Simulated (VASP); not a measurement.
# P (Im-3m) in VASP: notebook, part 2 of 2

VASP 6.6.1.

**5. Single point, PBE**

This run uses another cell than the first one, of 17.00 Å³/atom, 0.998 times its volume.

INCAR

```
SYSTEM = P
PREC     = Accurate       ! precision mode
ENCUT    = 520            ! plane-wave cutoff, eV
EDIFF    = 1E-7           ! SCF threshold, eV
ISMEAR   = 0              ! smearing method
SIGMA    = 0.1            ! smearing width, eV
LREAL    = .FALSE.        ! projectors in reciprocal space
LASPH    = .TRUE.         ! aspherical terms in the spheres
NELM     = 80             ! most SCF steps
ALGO     = Normal         ! electronic algorithm
ISIF     = 2              ! what is computed and relaxed
LWAVE    = .FALSE.        ! write WAVECAR
LCHARG   = .FALSE.        ! write CHGCAR
GGA      = PE             ! functional
NBANDS   = 14             ! bands
```

KPOINTS

```
Automatic mesh
0
G
  14 14 14
  0 0 0
```

POSCAR

```
P
1.0
   -2.3363767235      2.3363767235      2.3363767235
    2.3363767235     -2.3363767235      2.3363767235
    2.3363767235      2.3363767235     -2.3363767235
P
3
Direct
    0.0000000000      0.5000000000      0.5000000000
    0.5000000000      0.0000000000      0.5000000000
    0.5000000000      0.5000000000      0.0000000000
```

Potentials or basis: VASP PAW PBE potentials, release 64 (P).

Launch:

```bash
cat potpaw_PBE.64/P/POTCAR > POTCAR
mpirun -np 1 vasp_std > vasp.out
```

OUTCAR:

```text
SYSTEM = P
   PREC = Accurate
   ENCUT = 520
   EDIFF = 1E-7
   ISMEAR = 0
   LREAL = .FALSE.
   LASPH = .TRUE.
   NELM = 80
   ISIF = 2
   GGA = PE

 ion  position               nearest neighbor table
   1  0.000  0.500  0.500-   2 2.34   3 2.34   3 2.34   2 2.34
   2  0.500  0.000  0.500-   1 2.34   3 2.34   3 2.34   1 2.34
   3  0.500  0.500  0.000-   1 2.34   2 2.34   2 2.34   1 2.34

  LATTYP: Found a body centered cubic cell.
 ALAT       =     4.6727534470

  Lattice vectors:

 A1 = (  -2.3363767235,   2.3363767235,   2.3363767235)
 A2 = (   2.3363767235,  -2.3363767235,   2.3363767235)
 A3 = (   2.3363767235,   2.3363767235,  -2.3363767235)

Analysis of symmetry for initial positions (statically):
=====================================================================
 Subroutine PRICEL returns:
 Original cell was already a primitive cell.

 Routine SETGRP: Setting up the symmetry group for a
 body centered cubic supercell.

 Subroutine GETGRP returns: Found 48 space group operations
 (whereof 48 operations were pure point group operations)
 out of a pool of 48 trial point group operations.

The static configuration has the point symmetry O_h .

Analysis of symmetry for dynamics (positions and initial velocities):
=====================================================================
 Subroutine PRICEL returns:
 Original cell was already a primitive cell.

 Routine SETGRP: Setting up the symmetry group for a
 body centered cubic supercell.

 Subroutine GETGRP returns: Found 48 space group operations
 (whereof 48 operations were pure point group operations)
 out of a pool of 48 trial point group operations.

The dynamic configuration has the point symmetry O_h .

 Subroutine INISYM returns: Found 48 space group operations
 (whereof 48 operations are pure point group operations),
 and found     1 'primitive' translations

----------------------------------------------------------------------------------------

                                     Primitive cell

  volume of cell :      51.0139

  direct lattice vectors                    reciprocal lattice vectors
    -2.336376723  2.336376723  2.336376723     0.000000000  0.214006583  0.214006583
     2.336376723 -2.336376723  2.336376723     0.214006583  0.000000000  0.214006583
     2.336376723  2.336376723 -2.336376723     0.214006583  0.214006583  0.000000000

  length of vectors
     4.046723191  4.046723191  4.046723191     0.302651013  0.302651013  0.302651013

  position of ions in fractional coordinates (direct lattice)
     0.000000000  0.500000000  0.500000000
     0.500000000  0.000000000  0.500000000
     0.500000000  0.500000000  0.000000000

  ion indices of the primitive-cell ions
   primitive index   ion index
                 1           1
                 2           2
                 3           3

----------------------------------------------------------------------------------------

 KPOINTS: Automatic mesh

Automatic generation of k-mesh.
 Grid dimensions read from file:
 generate k-points for:   14   14   14

 Generating k-lattice:

  Cartesian coordinates                     Fractional coordinates (reciprocal lattice)
     0.000000000  0.015286185  0.015286185     0.071428571  0.000000000  0.000000000
     0.015286185  0.000000000  0.015286185     0.000000000  0.071428571  0.000000000
     0.015286185  0.015286185  0.000000000     0.000000000  0.000000000  0.071428571

  Length of vectors
     0.021617929  0.021617929  0.021617929

  Shift w.r.t. Gamma in fractional coordinates (k-lattice)
     0.000000000  0.000000000  0.000000000

 Subroutine IBZKPT returns following result:
 ===========================================

 Found    104 irreducible k-points:

 Following reciprocal coordinates:
            Coordinates               Weight
  0.000000  0.000000  0.000000      1.000000
  0.071429  0.000000  0.000000     12.000000
  0.142857  0.000000  0.000000     12.000000
  0.214286  0.000000  0.000000     12.000000
  0.285714  0.000000  0.000000     12.000000
  0.357143  0.000000  0.000000     12.000000
[... 16 lines left out ...]
  0.285714  0.285714  0.000000     24.000000
  0.357143  0.285714 -0.000000     24.000000
 [... further k-points ...]
   k-points           NKPTS =    104   k-points in BZ     NKDIM =    104   number of bands    NBANDS=     14
   number of dos      NEDOS =    301   number of ions     NIONS =      3
   total plane-waves  NPLWV =  27000
   dimension x,y,z NGX =    30 NGY =   30 NGZ =   30
   dimension x,y,z NGXF=    60 NGYF=   60 NGZF=   60
   ions per type =               3
   NGX,Y,Z   is equivalent  to a cutoff of  12.32, 12.32, 12.32 a.u.
   NGXF,Y,Z  is equivalent  to a cutoff of  24.65, 24.65, 24.65 a.u.
 SYSTEM =  P
   PREC   = accura    normal or accurate (medium, high low for compatibility)
   ISTART =      0    job   : 0-new  1-cont  2-samecut
   ICHARG =      2    charge: 1-file 2-atom 10-const
   ISPIN  =      1    spin polarized calculation?
   LNONCOLLINEAR =      F non collinear calculations
   LSORBIT =      F    spin-orbit coupling
   LASPH  =      T    aspherical Exc in radial PAW
   ENCUT  =  520.0 eV  38.22 Ry    6.18 a.u.   7.52  7.52  7.52*2*pi/ulx,y,z
   NELM   =     80;   NELMIN=  2; NELMDL= -5     # of ELM steps
   EDIFF  = 0.1E-06   stopping-criterion for ELM
   LREAL  =      F    real-space projection
   EDIFFG = 0.1E-05   stopping-criterion for IOM
   NSW    =      0    number of steps for IOM
   IBRION =     -1    ionic relax: 0-MD 1-quasi-New 2-CG
   NFREE  =      0    steps in history (QN), initial steepest desc. (CG)
   ISIF   =      2    stress and relaxation
   ISYM   =      2    0-nonsym 1-usesym 2-fastsym
   POTIM  = 0.5000    time-step for ionic-motion
   TEBEG  =    0.0;   TEEND  =   0.0 temperature during run
   PSTRESS=    0.0 pullay stress
   NELECT =      15.0000    total number of electrons
   NUPDOWN=      -1.0000    fix difference up-down
   EMIN   =  10.00;   EMAX   =-10.00  energy-range for DOS
   EFERMI =   0.00;   METHOD = LEGACY
   ISMEAR =     0;   SIGMA  =   0.10  broadening in eV -4-tet -1-fermi 0-gaus
   EFERMI_NEDOS =   21; number of points for ismear=-14 and -15
   IALGO  =     38    algorithm
   IMIX   =      4    mixing-type and parameters
     AMIX     =   0.40;   BMIX     =  1.00
     AMIX_MAG =   1.60;   BMIX_MAG =  1.00
  volume/ion in A,a.u.               =      17.00       114.75
  Fermi-wavevector in a.u.,A,eV,Ry     =   1.088619  2.057191 16.124132  1.185090
  Thomas-Fermi vector in A             =   2.224804
   LORBIT       =      0    0 simple, 1 ext, 2 COOP (PROOUT), +10 PAW based schemes
   GGA     = PE    functional components
   LHFCALC =     F    Hartree Fock is set to
   AEXX    =    0.0000 exact exchange contribution
   IVDW    =     0    specifies the selected vdW correction
   LEPSILON=     F    determine dielectric tensor
   LRPA    =     F    only Hartree local field effects (RPA)
 non-spin polarized calculation
 Gauss-broadening in eV      SIGMA  =   0.10
  energy-cutoff  :      520.00
  volume of cell :       51.01
 maximum number of plane-waves:      1409
   NGX = 15   NGY = 15   NGZ = 15

 number of electron      14.9999997 magnetization

 Free energy of the ion-electron system (eV)
  ---------------------------------------------------
  ext. energy  EPLUGINS =         0.00000000
  ---------------------------------------------------
  free energy    TOTEN  =       -14.08403820 eV

  energy without entropy =      -14.07582583  energy(sigma->0) =      -14.07993202

 E-fermi :   7.2776     XC(G=0): -10.5229

 val. band max:        7.2681189721   @ k =   0.2143   0.2143   0.0000
 cond. band min:       7.3472777342   @ k =   0.1429   0.0714   0.0714
 fundamental gap:      0.0791587620
 Fermi energy:         7.2775533926

 k-point     1 :       0.0000    0.0000    0.0000
  band No.  band energies     occupation
      1      -8.2159      2.00000
      2       1.1303      2.00000
      3       1.1303      2.00000
      4       2.0968      2.00000
      5       2.0968      2.00000
      6       2.0968      2.00000
      7       6.7881      2.00000
      8       6.7881      2.00000
      9       6.7881      2.00000
     10      10.0614      0.00000
     11      10.0614      0.00000
     12      10.0614      0.00000
     13      12.1841      0.00000
     14      16.3366      0.00000
[... 377 lines left out ...]
      1      -5.3110      2.00000
      2      -4.8308      2.00000
      3      -2.5813      2.00000
      4       3.0031      2.00000
      5       3.4609      2.00000
      6       4.0894      2.00000
      7       6.9361      2.00000
      8       7.9814      0.00000
      9       8.6947      0.00000
     10       9.4175      0.00000
     11      12.1411      0.00000
     12      12.9916      0.00000
     13      14.1367      0.00000
     14      15.9509      0.00000

 [... further k-points ...]
[... 5 lines left out ...]
  --------------------------------------------------------------------------------------
  -------------------------------------------------------------------------------------
  Total       -0.0722056     -0.0722056     -0.0722056     -0.0000000      0.0000000     -0.0000000
  in kB       -2.2677384     -2.2677384     -2.2677384     -0.0000000      0.0000000     -0.0000000
  external PRESSURE =      -2.2677384 kB  Pullay stress =       0.0000000 kB

 VOLUME and BASIS-vectors are now :
 -----------------------------------------------------------------------------
  energy-cutoff  :      520.00
  volume of cell :       51.01
      direct lattice vectors                 reciprocal lattice vectors
    -2.336376723  2.336376723  2.336376723     0.000000000  0.214006583  0.214006583
     2.336376723 -2.336376723  2.336376723     0.214006583  0.000000000  0.214006583
     2.336376723  2.336376723 -2.336376723     0.214006583  0.214006583  0.000000000

 POSITION                                       TOTAL-FORCE (eV/Angst)
 -----------------------------------------------------------------------------------
      2.33638      0.00000      0.00000         0.000000      0.000000     -0.000000
      0.00000      2.33638      0.00000        -0.000000      0.000000      0.000000
      0.00000      0.00000      2.33638         0.000000     -0.000000      0.000000
 -----------------------------------------------------------------------------------
    total drift:                                0.000000     -0.000000      0.000000

  FREE ENERGIE OF THE ION-ELECTRON SYSTEM (eV)
  ---------------------------------------------------
  free  energy   TOTEN  =       -14.0840382044 eV

  energy  without entropy=      -14.0758258339  energy(sigma->0) =      -14.07993202
```

Run time: 52 s. Hardware: 1 thread of Intel Xeon Platinum 8488C (Sapphire Rapids), shared host; peak memory 0.19 GiB.

Results:

```yaml
Free_energy: -14.0840 eV
Pressure: -0.2 GPa
```

**6. The runs side by side**

| task | cell | k mesh | cutoff (eV) | gap on the mesh (eV) | pressure (GPa) |
| --- | --- | --- | --- | --- | --- |
| single point | a = 4.050 Å, angles 109.5°, 3 atoms | 6 × 6 × 6 | 520 | none | -0.2 |
| single point | a = 4.443 Å, angles 109.5°, 3 atoms | 6 × 6 × 6 | 520 | none | -13.0 |
| relaxation of cell and atoms | relaxed from a = 4.443 Å, angles 109.5°, 3 atoms | 6 × 6 × 6 | 600 | none | -0.3 |
| single point | a = 4.047 Å, angles 109.5°, 3 atoms | 14 × 14 × 14 | 520 | none | -0.2 |

Alike in all rows: level PBE; potentials or basis VASP PAW PBE potentials, release 64 (P); no spin polarisation; smearing gaussian 0.1 eV.

Caveats: the volume moved by over 15 % at a fixed basis, so the end points are rough (some runs).

Total energies depend on the potentials used, so only differences within one code and one set of settings carry meaning.
